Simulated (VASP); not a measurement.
# SnO (Pmn2_1) in VASP: further runs, part 2 of 2

VASP 6.6.1. Earlier steps stand in the parts before.

### 3 Single point, LDA

This run uses another cell than the first one, of 20.09 Å³/atom.

The input, INCAR:

```
SYSTEM = SnO
PREC = Accurate
ENCUT = 520
EDIFF = 1E-6
ISMEAR = 0
SIGMA = 0.01
LREAL = .FALSE.
LASPH = .TRUE.
NELM = 60
ALGO = Normal
ISIF = 2
LWAVE = .FALSE.
LCHARG = .FALSE.
NBANDS = 28
```

The input, KPOINTS:

```
Automatic mesh
0
G
  6 4 4
  0 0 0
```

The input, POSCAR:

```
SnO
1.0
    3.3550000000      0.0000000000      0.0000000000
    0.0000000000      5.6741000000      0.0000000000
    0.0000000000      0.0000000000      4.2219700000
Sn O
2 2
Direct
    0.0000000000      0.2319100000      0.5131400000
    0.5000000000      0.7680900000      0.0131400000
    0.0000000000      0.8912500000      0.7368600000
    0.5000000000      0.1087500000      0.2368600000
```

Potentials or basis: VASP PAW LDA potentials, release 64 (Sn_d, O).

Run with:

```
> cat potpaw_LDA.64/Sn_d/POTCAR potpaw_LDA.64/O/POTCAR > POTCAR
> mpirun -np 1 vasp_std > vasp.out
```

OUTCAR:

```text
SYSTEM = SnO
   PREC = Accurate
   ENCUT = 520
   EDIFF = 1E-6
   ISMEAR = 0
   LREAL = .FALSE.
   LASPH = .TRUE.
   NELM = 60
   ISIF = 2

 ion  position               nearest neighbor table
   1  0.000  0.232  0.513-   3 2.15   4 2.16   4 2.16
   2  0.500  0.768  0.013-   4 2.15   3 2.16   3 2.16
   3  0.000  0.891  0.737-   1 2.15   2 2.16   2 2.16
   4  0.500  0.109  0.237-   2 2.15   1 2.16   1 2.16

  LATTYP: Found a simple orthorhombic cell.
 ALAT       =     3.3550000000
 B/A-ratio  =     1.2584113264
 C/A-ratio  =     1.6912369598

  Lattice vectors:

 A1 = (  -3.3550000000,   0.0000000000,   0.0000000000)
 A2 = (   0.0000000000,   0.0000000000,   4.2219700000)
 A3 = (   0.0000000000,   5.6741000000,   0.0000000000)

Analysis of symmetry for initial positions (statically):
=====================================================================
 Subroutine PRICEL returns:
 Original cell was already a primitive cell.

 Routine SETGRP: Setting up the symmetry group for a
 simple orthorhombic supercell.

 Subroutine GETGRP returns: Found  4 space group operations
 (whereof  2 operations were pure point group operations)
 out of a pool of  8 trial point group operations.

The static configuration has the point symmetry C_1h.
 The point group associated with its full space group is C_2v.

Analysis of symmetry for dynamics (positions and initial velocities):
=====================================================================
 Subroutine PRICEL returns:
 Original cell was already a primitive cell.

 Routine SETGRP: Setting up the symmetry group for a
 simple orthorhombic supercell.

 Subroutine GETGRP returns: Found  4 space group operations
 (whereof  2 operations were pure point group operations)
 out of a pool of  8 trial point group operations.

The dynamic configuration has the point symmetry C_1h.
 The point group associated with its full space group is C_2v.

[... 119 lines left out ...]
   IALGO  =     38    algorithm
   IMIX   =      4    mixing-type and parameters
     AMIX     =   0.40;   BMIX     =  1.00
     AMIX_MAG =   1.60;   BMIX_MAG =  1.00
  volume/ion in A,a.u.               =      20.09       135.59
  Fermi-wavevector in a.u.,A,eV,Ry     =   1.297358  2.451652 22.900491  1.683139
  Thomas-Fermi vector in A             =   2.428756
   LORBIT       =      0    0 simple, 1 ext, 2 COOP (PROOUT), +10 PAW based schemes
   GGA     = CA    functional components
   LHFCALC =     F    Hartree Fock is set to
   AEXX    =    0.0000 exact exchange contribution
   IVDW    =     0    specifies the selected vdW correction
   LEPSILON=     F    determine dielectric tensor
   LRPA    =     F    only Hartree local field effects (RPA)
 non-spin polarized calculation
 Gauss-broadening in eV      SIGMA  =   0.01
  energy-cutoff  :      520.00
  volume of cell :       80.37
 maximum number of plane-waves:      2182
 NGX is ok and might be reduce to    28
   NGX = 13   NGY = 21   NGZ = 15

 number of electron      39.9999992 magnetization

 Free energy of the ion-electron system (eV)
  ---------------------------------------------------
  ext. energy  EPLUGINS =         0.00000000
  ---------------------------------------------------
  free energy    TOTEN  =       -25.18270798 eV

  energy without entropy =      -25.18270798  energy(sigma->0) =      -25.18270798

 E-fermi :   4.5945     XC(G=0):  -9.9655

 val. band max:        4.5246811988   @ k =   0.0000   0.0000   0.0000
 cond. band min:       6.1227105725   @ k =   0.3333   0.5000   0.0000
 fundamental gap:      1.5980293738
 Fermi energy:         4.5945466234

 k-point     1 :       0.0000    0.0000    0.0000
  band No.  band energies     occupation
      1     -16.5526      2.00000
      2     -16.2462      2.00000
      3     -16.1600      2.00000
      4     -16.1359      2.00000
      5     -16.1091      2.00000
      6     -16.0759      2.00000
[... 733 lines left out ...]
     27      14.0231      0.00000
     28      14.0231      0.00000

 [... further k-points ...]

------------------------ aborting loop because EDIFF is reached ----------------------------------------

  FORCE on cell =-STRESS in cart. coord.  units (eV):
  Direction    XX          YY          ZZ          XY          YZ          ZX
  --------------------------------------------------------------------------------------
  -------------------------------------------------------------------------------------
  Total       -3.0728393     -2.4355165     -2.3167508      0.0000000      0.0000000      0.0000000
  in kB      -61.2555964    -48.5508696    -46.1833307      0.0000000      0.0000000      0.0000000
  external PRESSURE =     -51.9965989 kB  Pullay stress =       0.0000000 kB

 VOLUME and BASIS-vectors are now :
 -----------------------------------------------------------------------------
  energy-cutoff  :      520.00
  volume of cell :       80.37
      direct lattice vectors                 reciprocal lattice vectors
     3.355000000  0.000000000  0.000000000     0.298062593  0.000000000  0.000000000
     0.000000000  5.674100000  0.000000000     0.000000000  0.176239404  0.000000000
     0.000000000  0.000000000  4.221970000     0.000000000  0.000000000  0.236856254

 POSITION                                       TOTAL-FORCE (eV/Angst)
 -----------------------------------------------------------------------------------
      0.00000      1.31588      2.16646         0.000000     -0.618368     -0.190851
      1.67750      4.35822      0.05548         0.000000      0.618368     -0.190851
      0.00000      5.05704      3.11100         0.000000      0.175875      0.190851
      1.67750      0.61706      1.00002         0.000000     -0.175875      0.190851
 -----------------------------------------------------------------------------------
    total drift:                                0.000000     -0.000000      0.000007

  FREE ENERGIE OF THE ION-ELECTRON SYSTEM (eV)
  ---------------------------------------------------
  free  energy   TOTEN  =       -25.1827079841 eV

  energy  without entropy=      -25.1827079841  energy(sigma->0) =      -25.18270798
```

stdout:

```text
POSCAR found type information on POSCAR SnO
 POSCAR found :  2 types and       4 ions
 scaLAPACK will be used
 LDA part: xc-table for (Slater(with rela. corr.)+CA(PZ))
 , standard interpolation
 POSCAR, INCAR and KPOINTS ok, starting setup
 FFT: planning ... GRIDC
 FFT: planning ... GRID_SOFT
 FFT: planning ... GRID
 WAVECAR not read
 entering main loop
```

Run time: 67 s. Hardware: 1 thread of Intel Xeon Platinum 8375C at 2.90GHz (Ice Lake), shared host; peak memory 0.2 GiB.

What came out:

| Property | Result |
| --- | --- |
| Free energy | -25.1827 eV |
| Pressure | -5.2 GPa |
| Largest force | 0.647 eV/Å |
| Band gap on the k mesh | 1.60 eV (least direct gap 2.35 eV) |

Forces in eV/Å, atoms in the order of the input:
```
Sn   0.000 -0.618 -0.191
Sn   0.000  0.618 -0.191
O    0.000  0.176  0.191
O    0.000 -0.176  0.191
```

Stress tensor (GPa, compression positive):
```
-6.13  0.00  0.00
 0.00 -4.86  0.00
 0.00  0.00 -4.62
```

Levels at points of the mesh, in eV from the valence-band top:
| k point | band 18 | band 19 | band 20 | band 21 | band 22 | band 23 |
| --- | --- | --- | --- | --- | --- | --- |
| (0.00, 0.00, 0.00) | -2.62 | -2.02 | 0.00 | 2.59 | 3.12 | 5.81 |
| (0.50, 0.00, 0.00) | -2.56 | -1.25 | -1.25 | 2.54 | 2.54 | 5.46 |
| (0.00, 0.50, 0.00) | -2.65 | -1.58 | -1.35 | 3.25 | 3.86 | 4.80 |
| (0.50, 0.50, 0.00) | -2.63 | -0.90 | -0.90 | 1.85 | 1.85 | 6.19 |
| (0.00, 0.00, 0.50) | -3.19 | -1.65 | -1.65 | 2.60 | 2.60 | 5.16 |
| (0.50, 0.00, 0.50) | -3.14 | -1.07 | -1.07 | 2.08 | 2.08 | 4.53 |
| (0.00, 0.50, 0.50) | -2.90 | -1.50 | -1.50 | 1.88 | 1.88 | 5.87 |
| (0.50, 0.50, 0.50) | -3.42 | -0.43 | -0.43 | 2.40 | 2.40 | 4.09 |

Caveat: the cell stands under tension; spin-orbit coupling is left out, which moves the levels of the heavy elements.
